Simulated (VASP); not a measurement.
Input of a VASP 6.6.1 run:

INCAR

```
ALGO = Normal ; EDIFF = 1E-6
ENCUT = 520 ; GGA = PE
ISIF = 2 ; ISMEAR = -1
LASPH = True ; LCHARG = False
LREAL = False ; LWAVE = False
NBANDS = 19 ; NELM = 60
PREC = Accurate ; SIGMA = 0.3
```

KPOINTS

```
k-points
0
Gamma
  13 13 7
```

Contents of POSCAR:

```
Ti
1.0
    2.9500000000      0.0000000000      0.0000000000
   -1.4750000000      2.5547749400      0.0000000000
    0.0000000000      0.0000000000      4.6800000000
Ti
2
Direct
    0.3333333333      0.6666666667      0.2500000000
    0.6666666667      0.3333333333      0.7500000000
```

Potentials or basis: VASP PAW PBE potentials, release 64 (Ti_sv).

Launch:

```bash
$ cat potpaw_PBE.64/Ti_sv/POTCAR > POTCAR
$ mpirun -np 1 vasp_std > vasp.out
```

(1) Estimate the pressure.

(2) Predict the band gap on the k mesh.

Answers

(1) 0.6 GPa.

(2) zero (band 12 reaches 8.98 eV, above the bottom of band 13 at 7.90 eV).
